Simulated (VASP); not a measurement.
# Ir4O in VASP: a series of runs

Ir4O is run at these levels: PBE; tasks: single point.

All numbers are computed with VASP 6.6.1; they aren't measurements. Logs are shortened: lines on timing, memory, paths and dates and some standing lists are left out, and cuts for length are marked.

## (1) The cell of the first run

The cell holds a slab with vacuum, 5 atoms: a = 2.737 Å, b = 3.870 Å, c = 19.460 Å, α = 90.00°, β = 90.00°, γ = 90.00°.

## (2) Single point, PBE

INCAR reads:

```
SYSTEM = Ir4O
  ALGO = Normal
  DIPOL = 0.5 0.5 0.346
  EDIFF = 1E-7
  ENCUT = 520
  GGA = PE
  IDIPOL = 3
  ISIF = 2
  ISMEAR = 0
  LASPH = .True.
  LCHARG = .False.
  LDIPOL = .True.
  LREAL = .False.
  LWAVE = .False.
  NBANDS = 29
  NELM = 60
  PREC = Accurate
  SIGMA = 0.1
```

KPOINTS reads:

```
k-points
0
Gamma
  10 7 1
  0 0 0
```

POSCAR reads:

```
Ir4O
1.0
    2.7367600872      0.0000000000      0.0000000000
    0.0000000000      3.8703632323      0.0000000000
    0.0000000000      0.0000000000     19.4599433740
Ir O
4 1
Direct
    0.5000000000      0.5000000000      0.2055504440
    0.0000000000      0.0000000000      0.2758682253
    0.5000000000      0.5000000000      0.3454282602
    0.0000000000      0.0000000000      0.4090424736
    0.1666666667      0.0000000000      0.4953913988
```

Potentials or basis: VASP PAW PBE potentials, release 64 (Ir, O).

Command:

```bash
> cat potpaw_PBE.64/Ir/POTCAR potpaw_PBE.64/O/POTCAR > POTCAR
> mpirun -np 1 vasp_std > vasp.out
```

OUTCAR:

```text
SYSTEM = Ir4O
   EDIFF = 1E-7
   ENCUT = 520
   GGA = PE
   ISIF = 2
   ISMEAR = 0
   LASPH = .True.
   LREAL = .False.
   NELM = 60
   PREC = Accurate

 ion  position               nearest neighbor table
   1  0.500  0.500  0.206-   3 2.72   2 2.74   2 2.74   2 2.74   2 2.74
   2  0.000  0.000  0.276-   4 2.59   3 2.73   3 2.73   3 2.73   3 2.73   1 2.74   1 2.74   1 2.74
                             1 2.74
   3  0.500  0.500  0.345-   4 2.67   4 2.67   4 2.67   4 2.67   1 2.72   2 2.73   2 2.73   2 2.73
                             2 2.73
   4  0.000  0.000  0.409-   5 1.74   2 2.59   3 2.67   3 2.67   3 2.67   3 2.67
   5  0.167  0.000  0.495-   4 1.74

  LATTYP: Found a simple orthorhombic cell.
 ALAT       =     2.7367600872
 B/A-ratio  =     1.4142135624
 C/A-ratio  =     7.1105770159

  Lattice vectors:

 A1 = (   2.7367600872,   0.0000000000,   0.0000000000)
 A2 = (   0.0000000000,   3.8703632323,   0.0000000000)
 A3 = (   0.0000000000,   0.0000000000,  19.4599433740)

Analysis of symmetry for initial positions (statically):
=====================================================================
 Subroutine PRICEL returns:
 Original cell was already a primitive cell.

 Routine SETGRP: Setting up the symmetry group for a
 simple orthorhombic supercell.

 Subroutine GETGRP returns: Found  2 space group operations
 (whereof  2 operations were pure point group operations)
 out of a pool of  8 trial point group operations.

The static configuration has the point symmetry C_1h.

Analysis of symmetry for dynamics (positions and initial velocities):
=====================================================================
 Subroutine PRICEL returns:
 Original cell was already a primitive cell.

 Routine SETGRP: Setting up the symmetry group for a
 simple orthorhombic supercell.

 Subroutine GETGRP returns: Found  2 space group operations
 (whereof  2 operations were pure point group operations)
 out of a pool of  8 trial point group operations.

The dynamic configuration has the point symmetry C_1h.

 Subroutine INISYM returns: Found  2 space group operations
 (whereof  2 operations are pure point group operations),
 and found     1 'primitive' translations

----------------------------------------------------------------------------------------

                                     Primitive cell

  volume of cell :     206.1247

  direct lattice vectors                    reciprocal lattice vectors
     2.736760087  0.000000000  0.000000000     0.365395566  0.000000000  0.000000000
     0.000000000  3.870363232  0.000000000     0.000000000  0.258373682  0.000000000
     0.000000000  0.000000000 19.459943374     0.000000000  0.000000000  0.051387611

  length of vectors
     2.736760087  3.870363232 19.459943374     0.365395566  0.258373682  0.051387611

  position of ions in fractional coordinates (direct lattice)
     0.500000000  0.500000000  0.205550444
     0.000000000  0.000000000  0.275868225
     0.500000000  0.500000000  0.345428260
     0.000000000  0.000000000  0.409042474
     0.166666667  0.000000000  0.495391399

  ion indices of the primitive-cell ions
   primitive index   ion index
                 1           1
                 2           2
                 3           3
                 4           4
                 5           5

----------------------------------------------------------------------------------------

 KPOINTS: k-points

Automatic generation of k-mesh.
 Grid dimensions read from file:
 generate k-points for:   10    7    1

 Generating k-lattice:

  Cartesian coordinates                     Fractional coordinates (reciprocal lattice)
     0.036539557  0.000000000  0.000000000     0.100000000  0.000000000  0.000000000
     0.000000000  0.036910526  0.000000000     0.000000000  0.142857143  0.000000000
     0.000000000  0.000000000  0.051387611     0.000000000  0.000000000  1.000000000

  Length of vectors
     0.036539557  0.036910526  0.051387611

  Shift w.r.t. Gamma in fractional coordinates (k-lattice)
     0.000000000  0.000000000  0.000000000

 Subroutine IBZKPT returns following result:
 ===========================================

 Found     24 irreducible k-points:

 Following reciprocal coordinates:
            Coordinates               Weight
  0.000000  0.000000  0.000000      1.000000
  0.100000  0.000000  0.000000      2.000000
  0.200000  0.000000  0.000000      2.000000
  0.300000  0.000000  0.000000      2.000000
  0.400000  0.000000  0.000000      2.000000
  0.500000  0.000000  0.000000      1.000000
[... 16 lines left out ...]
  0.400000  0.428571  0.000000      4.000000
  0.500000  0.428571  0.000000      2.000000
   k-points           NKPTS =     24   k-points in BZ     NKDIM =     24   number of bands    NBANDS=     29
   number of dos      NEDOS =    301   number of ions     NIONS =      5
   total plane-waves  NPLWV =  90000
   dimension x,y,z NGX =    20 NGY =   30 NGZ =  150
   dimension x,y,z NGXF=    40 NGYF=   60 NGZF=  300
   ions per type =               4   1
   NGX,Y,Z   is equivalent  to a cutoff of  12.15, 12.89, 12.81 a.u.
   NGXF,Y,Z  is equivalent  to a cutoff of  24.30, 25.77, 25.63 a.u.
 SYSTEM =  Ir4O
   PREC   = accura    normal or accurate (medium, high low for compatibility)
   ISTART =      0    job   : 0-new  1-cont  2-samecut
   ICHARG =      2    charge: 1-file 2-atom 10-const
   ISPIN  =      1    spin polarized calculation?
   LNONCOLLINEAR =      F non collinear calculations
   LSORBIT =      F    spin-orbit coupling
   LASPH  =      T    aspherical Exc in radial PAW
   ENCUT  =  520.0 eV  38.22 Ry    6.18 a.u.   5.09  7.20 36.18*2*pi/ulx,y,z
   NELM   =     60;   NELMIN=  2; NELMDL= -5     # of ELM steps
   EDIFF  = 0.1E-06   stopping-criterion for ELM
   LREAL  =      F    real-space projection
   EDIFFG = 0.1E-05   stopping-criterion for IOM
   NSW    =      0    number of steps for IOM
   IBRION =     -1    ionic relax: 0-MD 1-quasi-New 2-CG
   NFREE  =      0    steps in history (QN), initial steepest desc. (CG)
   ISIF   =      2    stress and relaxation
   ISYM   =      2    0-nonsym 1-usesym 2-fastsym
   POTIM  = 0.5000    time-step for ionic-motion
   TEBEG  =    0.0;   TEEND  =   0.0 temperature during run
   PSTRESS=    0.0 pullay stress
   NELECT =      42.0000    total number of electrons
   NUPDOWN=      -1.0000    fix difference up-down
   EMIN   =  10.00;   EMAX   =-10.00  energy-range for DOS
   EFERMI =   0.00;   METHOD = LEGACY
   ISMEAR =     0;   SIGMA  =   0.10  broadening in eV -4-tet -1-fermi 0-gaus
   EFERMI_NEDOS =   21; number of points for ismear=-14 and -15
   IALGO  =     38    algorithm
   IMIX   =      4    mixing-type and parameters
     AMIX     =   0.40;   BMIX     =  1.00
     AMIX_MAG =   1.60;   BMIX_MAG =  1.00
  volume/ion in A,a.u.               =      41.22       278.20
  Fermi-wavevector in a.u.,A,eV,Ry     =   0.963344  1.820456 12.626629  0.928031
  Thomas-Fermi vector in A             =   2.092881
   LORBIT       =      0    0 simple, 1 ext, 2 COOP (PROOUT), +10 PAW based schemes
   GGA     = PE    functional components
   LHFCALC =     F    Hartree Fock is set to
   AEXX    =    0.0000 exact exchange contribution
   IVDW    =     0    specifies the selected vdW correction
   LEPSILON=     F    determine dielectric tensor
   LRPA    =     F    only Hartree local field effects (RPA)
 non-spin polarized calculation
 Gauss-broadening in eV      SIGMA  =   0.10
  energy-cutoff  :      520.00
  volume of cell :      206.12
 maximum number of plane-waves:      5602
   NGX = 11   NGY = 15   NGZ = 73

 dipolmoment           0.000000      0.000000     -0.112093 electrons x Angstroem

 number of electron      41.9999998 magnetization

 dipolmoment           0.000000      0.000000      0.115985 electrons x Angstroem

 Free energy of the ion-electron system (eV)
  ---------------------------------------------------
  ext. energy  EPLUGINS =         0.00000000
  ---------------------------------------------------
  free energy    TOTEN  =       -37.59351716 eV

  energy without entropy =      -37.55405491  energy(sigma->0) =      -37.57378603

 E-fermi :  -1.1929     XC(G=0):  -5.3565

 val. band max:       -1.1946540564   @ k =   0.3000   0.0000   0.0000
 cond. band min:      -1.1733526658   @ k =   0.2000   0.2857   0.0000
 fundamental gap:      0.0213013906
 Fermi energy:        -1.1929046163

 k-point     1 :       0.0000    0.0000    0.0000
  band No.  band energies     occupation
      1     -20.1430      2.00000
      2     -10.8567      2.00000
      3      -8.3971      2.00000
      4      -8.0323      2.00000
      5      -7.8865      2.00000
      6      -6.7977      2.00000
[... 21 lines left out ...]
     28       3.1944      0.00000
     29       4.0178      0.00000

 k-point     2 :       0.1000    0.0000    0.0000
  band No.  band energies     occupation
      1     -20.1045      2.00000
      2     -10.5890      2.00000
      3      -8.1620      2.00000
      4      -7.8512      2.00000
      5      -7.6894      2.00000
      6      -6.7875      2.00000
[... 21 lines left out ...]
     28       4.1245      0.00000
     29       4.1914      0.00000

 k-point     3 :       0.2000    0.0000    0.0000
  band No.  band energies     occupation
      1     -20.0026      2.00000
      2      -9.8858      2.00000
      3      -7.8710      2.00000
      4      -7.4462      2.00000
      5      -7.1457      2.00000
      6      -7.0536      2.00000
[... 638 lines left out ...]
      5      -6.7730      2.00000
      6      -6.4755      2.00000
[... 21 lines left out ...]
     28       4.7011      0.00000
     29       6.2794      0.00000

 k-point    24 :       0.5000    0.4286    0.0000
  band No.  band energies     occupation
      1     -19.7094      2.00000
      2      -8.4068      2.00000
      3      -8.0117      2.00000
      4      -7.7382      2.00000
      5      -6.7624      2.00000
      6      -6.5347      2.00000
[... 21 lines left out ...]
     28       5.0302      0.00000
     29       5.5832      0.00000

------------------------ aborting loop because EDIFF is reached ----------------------------------------

 vacuum level on the upper side and lower side of the slab       (xc-potential included)         0.820        -1.147

  FORCE on cell =-STRESS in cart. coord.  units (eV):
  Direction    XX          YY          ZZ          XY          YZ          ZX
  --------------------------------------------------------------------------------------
  -------------------------------------------------------------------------------------
  Total       -2.9259237     -3.4170973      3.2332024      0.0000000      0.0000000     -0.5725651
  in kB      -22.7427801    -26.5606014     25.1312126      0.0000000      0.0000000     -4.4504654
  external PRESSURE =      -8.0573896 kB  Pullay stress =       0.0000000 kB

 VOLUME and BASIS-vectors are now :
 -----------------------------------------------------------------------------
  energy-cutoff  :      520.00
  volume of cell :      206.12
      direct lattice vectors                 reciprocal lattice vectors
     2.736760087  0.000000000  0.000000000     0.365395566  0.000000000  0.000000000
     0.000000000  3.870363232  0.000000000     0.000000000  0.258373682  0.000000000
     0.000000000  0.000000000 19.459943374     0.000000000  0.000000000  0.051387611

 POSITION                                       TOTAL-FORCE (eV/Angst)
 -----------------------------------------------------------------------------------
      1.36838      1.93518      4.00000        -0.021759      0.000000      0.833417
      0.00000      0.00000      5.36838        -0.141022      0.000000     -2.015062
      1.36838      1.93518      6.72201         0.127008      0.000000     -0.147936
      0.00000      0.00000      7.95994         0.551487      0.000000      0.626855
      0.45613      0.00000      9.64029        -0.515714      0.000000      0.702726
 -----------------------------------------------------------------------------------
    total drift:                               -0.000301      0.000000     -0.000519

  FREE ENERGIE OF THE ION-ELECTRON SYSTEM (eV)
  ---------------------------------------------------
  free  energy   TOTEN  =       -37.5935171556 eV

  energy  without entropy=      -37.5540549085  energy(sigma->0) =      -37.57378603

 vacuum level on the upper side and lower side of the slab         5.715         3.709
```

Run time: 2.7 min. Hardware: 1 thread of AMD EPYC 9R45 (Zen 5), shared host; peak memory 0.33 GiB.

What came out:

```
Free energy            : -37.5935 eV
Largest force          : 2.020 eV/Å
Band gap on the k mesh : zero (band 21 reaches -0.47 eV, above the bottom of band 22 at -1.47 eV)
```

Forces on the atoms (eV/Å):
```
Ir  -0.022  0.000  0.833
Ir  -0.141  0.000 -2.015
Ir   0.127  0.000 -0.148
Ir   0.551  0.000  0.627
O   -0.516  0.000  0.703
```

Levels at points of the mesh, in eV from the Fermi level:
```csv
k point,band 17,band 18,band 19,band 20,band 21,band 22,band 23,band 24,band 25,band 26
"(0.00, 0.00, 0.00)",-1.72,-1.66,-1.30,-0.95,-0.24,0.05,0.12,0.40,0.58,1.25
"(0.50, 0.00, 0.00)",-0.33,-0.05,0.15,0.27,0.64,0.97,1.14,1.73,2.58,2.97
```

Caveat: spin-orbit coupling is left out, which moves the levels of the heavy elements.

## (3) Single point, PBE

INCAR reads:

```
SYSTEM = Ir4O
PREC     = Accurate       ! precision mode
ENCUT    = 520            ! plane-wave cutoff, eV
EDIFF    = 1E-6           ! SCF threshold, eV
ISMEAR   = 0              ! smearing method
SIGMA    = 0.1            ! smearing width, eV
LREAL    = .FALSE.        ! projectors in reciprocal space
LASPH    = .TRUE.         ! aspherical terms in the spheres
NELM     = 100            ! most SCF steps
ALGO     = Normal         ! electronic algorithm
ISIF     = 2              ! what is computed and relaxed
LWAVE    = .FALSE.        ! write WAVECAR
LCHARG   = .TRUE.         ! write CHGCAR
LDIPOL   = .TRUE.       
IDIPOL   = 3            
DIPOL    = 0.5 0.5 0.341
GGA      = PE             ! functional
LELF     = .TRUE.         ! ELF
LVHAR    = .TRUE.       
LVACPOTAV= .TRUE.       
NBANDS   = 29             ! bands
```

KPOINTS reads:

```
regular mesh
0
G
  10 7 1
  0 0 0
```

Changes to POSCAR since step 2:

```diff
@@ -12,2 +12,2 @@
     0.0000000000      0.0000000000      0.4090424736
-    0.1666666667      0.0000000000      0.4953913988
+    0.0000000000      0.3750000000      0.4682099483
```

Potentials or basis: VASP PAW PBE potentials, release 64 (Ir, O).

Command:

```bash
> cat potpaw_PBE.64/Ir/POTCAR potpaw_PBE.64/O/POTCAR > POTCAR
> mpirun -np 1 vasp_std > vasp.out
```

Run time: 2.4 min. Hardware: 1 thread of AMD EPYC 9R45 (Zen 5), shared host; peak memory 0.32 GiB.

The run converged. Its results:

```
Free energy            : -37.0906 eV
Largest force          : 1.728 eV/Å
Band gap on the k mesh : zero (band 21 reaches -0.51 eV, above the bottom of band 22 at -1.38 eV)
```

Forces in eV/Å, atoms in the order of the input:
```
Ir   0.000  0.024  1.401
Ir   0.000 -0.700 -1.580
Ir   0.000  0.862 -1.180
Ir   0.000  0.465  1.127
O    0.000 -0.651  0.232
```

Levels at points of the mesh, in eV from the Fermi level:
```tsv
k point	band 18	band 19	band 20	band 21	band 22	band 23	band 24	band 25
(0.00, 0.00, 0.00)	-1.26	-1.24	-0.51	-0.40	0.03	0.22	0.69	0.79
(0.50, 0.00, 0.00)	-0.19	0.13	0.53	0.58	0.91	1.06	2.21	2.87
```

Caveat: spin-orbit coupling is left out, which moves the levels of the heavy elements.

[end of part 1 of 2]
